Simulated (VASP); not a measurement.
Wanted: the native input for a VASP 6.6.1 run.

| Quantity | Value |
| --- | --- |
| Task | single point |
| Functional | LDA |
| Potentials or basis | VASP PAW LDA potentials, release 64 (W_sv) |
| Cutoff | 520 eV |
| k mesh | 22 × 22 × 22 |
| Occupations | gaussian, width 0.15 eV |
| Spin | no spin polarisation |
| Dipole correction | no |
| Further INCAR settings | ALGO = Fast; EDIFF = 1e-06; NBANDS = 13 |

The structure of W lies in POSCAR:

```
W
1.0
   -1.7517112612      1.5535082637      1.5535082637
    1.5535082637     -1.7517112612      1.5535082637
    1.5535082637      1.5535082637     -1.7517112612
W
1
Direct
    0.0000000000      0.0000000000      0.0000000000
```

The input as run:

INCAR

```
SYSTEM = W
ALGO = Fast
EDIFF = 1E-6
ENCUT = 520
GGA = CA
ISIF = 2
ISMEAR = 0
LASPH = .TRUE.
LCHARG = .TRUE.
LELF = .TRUE.
LREAL = .FALSE.
LVHAR = .TRUE.
LWAVE = .FALSE.
NBANDS = 13
NELM = 80
PREC = Accurate
SIGMA = 0.15
```

KPOINTS

```
k-points
0
G
  22 22 22
  0 0 0
```

Potentials or basis: VASP PAW LDA potentials, release 64 (W_sv).

The run is started by

```console
$ cat potpaw_LDA.64/W_sv/POTCAR > POTCAR
$ mpirun -np 1 vasp_std > vasp.out
```

It gave:

| Item | Value |
| --- | --- |
| Pressure | 30.9 GPa |
| Band gap on the k mesh | zero (bands 7 and 8 overlap by 5.35 eV) |

Caveat: the cell stands under pressure; spin-orbit coupling is left out, which moves the levels of the heavy elements.

Wall time 3.5 min on 1 thread of AMD EPYC 7R13 Processor (Zen 3), with other jobs on the host, peak memory 0.26 GiB.
